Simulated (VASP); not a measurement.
# Ag (Fd-3m) in VASP: further runs

Ag is run at these levels: PBE; tasks: single point.

Program: VASP 6.6.1. These are calculated values, not measurements. Logs are shortened: lines on timing, memory, paths and dates and some standing lists are left out, and cuts for length are marked.

**1. The cell of the first run**

Symmetry: Fd-3m, No. 227, cubic system. The conventional cell has a = 4.581 Å, b = 4.581 Å, c = 4.581 Å, α = 90.00°, β = 90.00°, γ = 90.00°. Ag (site symmetry -43m) has 4 Ag at 1.98 Å within 2.6 Å.

**2. Single point, PBE (volume scaled by 0.4)**

INCAR reads:

```
PREC = Accurate
ENCUT = 520
EDIFF = 1E-6
ISMEAR = -1
SIGMA = 0.1
LREAL = F
LASPH = T
NELM = 60
ALGO = Normal
ISIF = 2
LWAVE = F
LCHARG = F
GGA = PE
NBANDS = 18
```

KPOINTS reads:

```
Automatic mesh
0
Gamma
  12 12 12
```

POSCAR reads:

```
Ag
1.0
    0.0000000000      2.2906833938      2.2906833938
    2.2906833938      0.0000000000      2.2906833938
    2.2906833938      2.2906833938      0.0000000000
Ag
2
Direct
   -0.1250000000     -0.1250000000     -0.1250000000
    0.1250000000      0.1250000000      0.1250000000
```

Potentials or basis: VASP PAW PBE potentials, release 64 (Ag).

Run with:

```
cat potpaw_PBE.64/Ag/POTCAR > POTCAR
mpirun -np 1 vasp_std > vasp.out
```

OUTCAR:

```text
PREC = Accurate
   ENCUT = 520
   EDIFF = 1E-6
   ISMEAR = -1
   LREAL = F
   LASPH = T
   NELM = 60
   ISIF = 2
   GGA = PE

 ion  position               nearest neighbor table
   1  0.875  0.875  0.875-   2 1.98   2 1.98   2 1.98   2 1.98
   2  0.125  0.125  0.125-   1 1.98   1 1.98   1 1.98   1 1.98

  LATTYP: Found a face centered cubic cell.
 ALAT       =     4.5813667876

  Lattice vectors:

 A1 = (   0.0000000000,   2.2906833938,   2.2906833938)
 A2 = (   2.2906833938,   0.0000000000,   2.2906833938)
 A3 = (   2.2906833938,   2.2906833938,   0.0000000000)

Analysis of symmetry for initial positions (statically):
=====================================================================
 Subroutine PRICEL returns:
 Original cell was already a primitive cell.

 Routine SETGRP: Setting up the symmetry group for a
 face centered cubic supercell.

 Subroutine GETGRP returns: Found 48 space group operations
 (whereof 12 operations were pure point group operations)
 out of a pool of 48 trial point group operations.

The static configuration has the point symmetry D_3d.
 The point group associated with its full space group is O_h .

Analysis of symmetry for dynamics (positions and initial velocities):
=====================================================================
 Subroutine PRICEL returns:
 Original cell was already a primitive cell.

 Routine SETGRP: Setting up the symmetry group for a
 face centered cubic supercell.

 Subroutine GETGRP returns: Found 48 space group operations
 (whereof 12 operations were pure point group operations)
 out of a pool of 48 trial point group operations.

The dynamic configuration has the point symmetry D_3d.
 The point group associated with its full space group is O_h .

 Subroutine INISYM returns: Found 48 space group operations
 (whereof 12 operations are pure point group operations),
 and found     1 'primitive' translations

----------------------------------------------------------------------------------------

                                     Primitive cell

  volume of cell :      24.0395

  direct lattice vectors                    reciprocal lattice vectors
     0.000000000  2.290683394  2.290683394    -0.218275472  0.218275472  0.218275472
     2.290683394  0.000000000  2.290683394     0.218275472 -0.218275472  0.218275472
     2.290683394  2.290683394  0.000000000     0.218275472  0.218275472 -0.218275472

  length of vectors
     3.239515523  3.239515523  3.239515523     0.378064208  0.378064208  0.378064208

  position of ions in fractional coordinates (direct lattice)
     0.875000000  0.875000000  0.875000000
     0.125000000  0.125000000  0.125000000

  ion indices of the primitive-cell ions
   primitive index   ion index
                 1           1
                 2           2

----------------------------------------------------------------------------------------

 KPOINTS: Automatic mesh

Automatic generation of k-mesh.
 Grid dimensions read from file:
 generate k-points for:   12   12   12

 Generating k-lattice:

  Cartesian coordinates                     Fractional coordinates (reciprocal lattice)
    -0.018189623  0.018189623  0.018189623     0.083333333  0.000000000  0.000000000
     0.018189623 -0.018189623  0.018189623     0.000000000  0.083333333  0.000000000
     0.018189623  0.018189623 -0.018189623     0.000000000  0.000000000  0.083333333

  Length of vectors
     0.031505351  0.031505351  0.031505351

  Shift w.r.t. Gamma in fractional coordinates (k-lattice)
     0.000000000  0.000000000  0.000000000

 Subroutine IBZKPT returns following result:
 ===========================================

 Found     72 irreducible k-points:

 Following reciprocal coordinates:
            Coordinates               Weight
  0.000000  0.000000  0.000000      1.000000
  0.083333  0.000000  0.000000      8.000000
  0.166667  0.000000  0.000000      8.000000
  0.250000  0.000000  0.000000      8.000000
  0.333333  0.000000  0.000000      8.000000
  0.416667  0.000000  0.000000      8.000000
[... 16 lines left out ...]
  0.500000  0.166667  0.000000     24.000000
 -0.416667  0.166667  0.000000     24.000000
 [... further k-points ...]
   k-points           NKPTS =     72   k-points in BZ     NKDIM =     72   number of bands    NBANDS=     18
   number of dos      NEDOS =    301   number of ions     NIONS =      2
   total plane-waves  NPLWV =  13824
   dimension x,y,z NGX =    24 NGY =   24 NGZ =   24
   dimension x,y,z NGXF=    48 NGYF=   48 NGZF=   48
   ions per type =               2
   NGX,Y,Z   is equivalent  to a cutoff of  12.32, 12.32, 12.32 a.u.
   NGXF,Y,Z  is equivalent  to a cutoff of  24.63, 24.63, 24.63 a.u.
 SYSTEM =  unknown system
   PREC   = accura    normal or accurate (medium, high low for compatibility)
   ISTART =      0    job   : 0-new  1-cont  2-samecut
   ICHARG =      2    charge: 1-file 2-atom 10-const
   ISPIN  =      1    spin polarized calculation?
   LNONCOLLINEAR =      F non collinear calculations
   LSORBIT =      F    spin-orbit coupling
   LASPH  =      T    aspherical Exc in radial PAW
   ENCUT  =  520.0 eV  38.22 Ry    6.18 a.u.   6.02  6.02  6.02*2*pi/ulx,y,z
   NELM   =     60;   NELMIN=  2; NELMDL= -5     # of ELM steps
   EDIFF  = 0.1E-05   stopping-criterion for ELM
   LREAL  =      F    real-space projection
   EDIFFG = 0.1E-04   stopping-criterion for IOM
   NSW    =      0    number of steps for IOM
   IBRION =     -1    ionic relax: 0-MD 1-quasi-New 2-CG
   NFREE  =      0    steps in history (QN), initial steepest desc. (CG)
   ISIF   =      2    stress and relaxation
   ISYM   =      2    0-nonsym 1-usesym 2-fastsym
   POTIM  = 0.5000    time-step for ionic-motion
   TEBEG  =    0.0;   TEEND  =   0.0 temperature during run
   PSTRESS=    0.0 pullay stress
   NELECT =      22.0000    total number of electrons
   NUPDOWN=      -1.0000    fix difference up-down
   EMIN   =  10.00;   EMAX   =-10.00  energy-range for DOS
   EFERMI =   0.00;   METHOD = LEGACY
   ISMEAR =    -1;   SIGMA  =   0.10  broadening in eV -4-tet -1-fermi 0-gaus
   EFERMI_NEDOS =   21; number of points for ismear=-14 and -15
   IALGO  =     38    algorithm
   IMIX   =      4    mixing-type and parameters
     AMIX     =   0.40;   BMIX     =  1.00
     AMIX_MAG =   1.60;   BMIX_MAG =  1.00
  volume/ion in A,a.u.               =      12.02        81.11
  Fermi-wavevector in a.u.,A,eV,Ry     =   1.589427  3.003582 34.372113  2.526279
  Thomas-Fermi vector in A             =   2.688278
   LORBIT       =      0    0 simple, 1 ext, 2 COOP (PROOUT), +10 PAW based schemes
   GGA     = PE    functional components
[... 5 lines left out ...]
 non-spin polarized calculation
  energy-cutoff  :      520.00
  volume of cell :       24.04
 maximum number of plane-waves:       661
   NGX = 13   NGY = 13   NGZ = 13

 number of electron      22.0000005 magnetization

 Free energy of the ion-electron system (eV)
  ---------------------------------------------------
  ext. energy  EPLUGINS =         0.00000000
  ---------------------------------------------------
  free energy    TOTEN  =        10.49551231 eV

  energy without entropy =       10.51317747  energy(sigma->0) =       10.50434489

 E-fermi :  15.5719     XC(G=0): -14.0827

 val. band max:       15.5487389770   @ k =  -0.4167   0.2500   0.0000
 cond. band min:      15.6033276510   @ k =  -0.3333   0.3333   0.1667
 fundamental gap:      0.0545886739
 Fermi energy:        15.5718988810

 k-point     1 :       0.0000    0.0000    0.0000
  band No.  band energies     occupation
      1       4.3952      2.00000
      2       4.4479      2.00000
      3       4.4479      2.00000
      4       5.4701      2.00000
      5       5.4701      2.00000
      6       5.4701      2.00000
[... 10 lines left out ...]
     17      32.2171      0.00000
     18      32.2171      0.00000

 k-point     2 :       0.0833    0.0000    0.0000
  band No.  band energies     occupation
      1       4.3580      2.00000
      2       4.3580      2.00000
      3       4.5744      2.00000
      4       5.4677      2.00000
      5       5.6186      2.00000
      6       5.6186      2.00000
[... 10 lines left out ...]
     17      31.9452      0.00000
     18      31.9453      0.00000

 k-point     3 :       0.1667    0.0000    0.0000
  band No.  band energies     occupation
      1       4.2312      2.00000
      2       4.2312      2.00000
      3       4.9227      2.00000
      4       5.6390      2.00000
      5       5.8699      2.00000
      6       5.8699      2.00000
[... 10 lines left out ...]
     17      31.3952      0.00000
     18      32.3958      0.00000

 k-point     4 :       0.2500    0.0000    0.0000
  band No.  band energies     occupation
      1       4.2078      2.00000
      2       4.2078      2.00000
      3       4.9678      2.00000
      4       5.9601      2.00000
      5       5.9601      2.00000
      6       6.3613      2.00000
[... 10 lines left out ...]
     17      31.0116      0.00000
     18      34.1089      0.00000

 k-point     5 :       0.3333    0.0000    0.0000
  band No.  band energies     occupation
      1       4.3304      2.00000
      2       4.3304      2.00000
      3       4.8877      2.00000
      4       5.7797      2.00000
      5       5.7797      2.00000
      6       6.9735      2.00000
[... 10 lines left out ...]
     17      30.9095      0.00000
     18      35.8434      0.00000

 k-point     6 :       0.4167    0.0000    0.0000
  band No.  band energies     occupation
      1       4.5965      2.00000
      2       4.5965      2.00000
      3       4.8230      2.00000
      4       5.4075      2.00000
      5       5.4075      2.00000
      6       6.9847      2.00000
[... 10 lines left out ...]
     17      30.9246      0.00000
     18      36.6484      0.00000

 k-point     7 :       0.5000    0.0000    0.0000
  band No.  band energies     occupation
      1       4.8005      2.00000
      2       4.9390      2.00000
      3       4.9390      2.00000
      4       5.0161      2.00000
      5       5.0161      2.00000
      6       6.9228      2.00000
[... 10 lines left out ...]
     17      30.9392      0.00000
     18      36.8028      0.00000

 k-point     8 :       0.0833    0.0833    0.0000
  band No.  band energies     occupation
      1       4.1527      2.00000
      2       4.5606      2.00000
      3       4.6443      2.00000
      4       5.4463      2.00000
      5       5.4463      2.00000
      6       5.8515      2.00000
[... 10 lines left out ...]
     17      31.4923      0.00000
     18      31.4923      0.00000
[... 229 lines left out ...]
     17      31.8323      0.00000
     18      31.8323      0.00000

 k-point    20 :       0.2500    0.1667    0.0000
  band No.  band energies     occupation
      1       3.5752      2.00000
      2       5.0112      2.00000
      3       5.1355      2.00000
      4       5.4077      2.00000
      5       6.1156      2.00000
      6       6.9002      2.00000
[... 10 lines left out ...]
     17      32.2424      0.00000
     18      32.4133      0.00000

 k-point    21 :       0.3333    0.1667    0.0000
  band No.  band energies     occupation
      1       3.5569      2.00000
      2       4.8437      2.00000
      3       5.0728      2.00000
      4       5.4241      2.00000
      5       6.9541      2.00000
      6       7.1079      2.00000
[... 10 lines left out ...]
     17      32.7561      0.00000
     18      33.0781      0.00000

 k-point    22 :       0.4167    0.1667    0.0000
  band No.  band energies     occupation
      1       3.6249      2.00000
      2       4.6217      2.00000
      3       5.0184      2.00000
      4       5.4735      2.00000
      5       6.8156      2.00000
      6       7.3353      2.00000
[... 10 lines left out ...]
     17      33.5632      0.00000
     18      33.5806      0.00000

 k-point    23 :       0.5000    0.1667    0.0000
  band No.  band energies     occupation
      1       3.6998      2.00000
      2       4.6170      2.00000
      3       4.7089      2.00000
      4       5.7699      2.00000
      5       6.5374      2.00000
      6       7.2630      2.00000
[... 10 lines left out ...]
     17      33.5571      0.00000
     18      34.9125      0.00000

 k-point    24 :      -0.4167    0.1667    0.0000
  band No.  band energies     occupation
      1       3.7900      2.00000
      2       4.3437      2.00000
      3       4.8018      2.00000
      4       6.1503      2.00000
      5       6.1847      2.00000
      6       7.2942      2.00000
[... 10 lines left out ...]
     17      32.9620      0.00000
     18      36.6214      0.00000

 [... further k-points ...]
[... 5 lines left out ...]
  --------------------------------------------------------------------------------------
  -------------------------------------------------------------------------------------
  Total       47.1402548     47.1402548     47.1402548      0.0000000      0.0000000      0.0000000
  in kB     3141.7911354   3141.7911354   3141.7911354      0.0000000      0.0000000      0.0000000
  external PRESSURE =    3141.7911354 kB  Pullay stress =       0.0000000 kB

 VOLUME and BASIS-vectors are now :
 -----------------------------------------------------------------------------
  energy-cutoff  :      520.00
  volume of cell :       24.04
      direct lattice vectors                 reciprocal lattice vectors
     0.000000000  2.290683394  2.290683394    -0.218275472  0.218275472  0.218275472
     2.290683394  0.000000000  2.290683394     0.218275472 -0.218275472  0.218275472
     2.290683394  2.290683394  0.000000000     0.218275472  0.218275472 -0.218275472

 POSITION                                       TOTAL-FORCE (eV/Angst)
 -----------------------------------------------------------------------------------
      4.00870      4.00870      4.00870         0.000000      0.000000      0.000000
      0.57267      0.57267      0.57267        -0.000000     -0.000000     -0.000000
 -----------------------------------------------------------------------------------
    total drift:                                0.000000      0.000000      0.000000

  FREE ENERGIE OF THE ION-ELECTRON SYSTEM (eV)
  ---------------------------------------------------
  free  energy   TOTEN  =        10.4955123082 eV

  energy  without entropy=       10.5131774726  energy(sigma->0) =       10.50434489
```

Wall time 7.5 s (1 thread of Intel Xeon 6975P-C (Granite Rapids), shared host); peak memory 0.15 GiB.

What came out:

```yaml
Free_energy: 10.4955 eV
Pressure: 314.2 GPa
Band_gap_on_the_k_mesh: zero (band 11 reaches 16.97 eV, above the bottom of band 12 at 15.47 eV)
```

(Continued in part 2 of 2.)
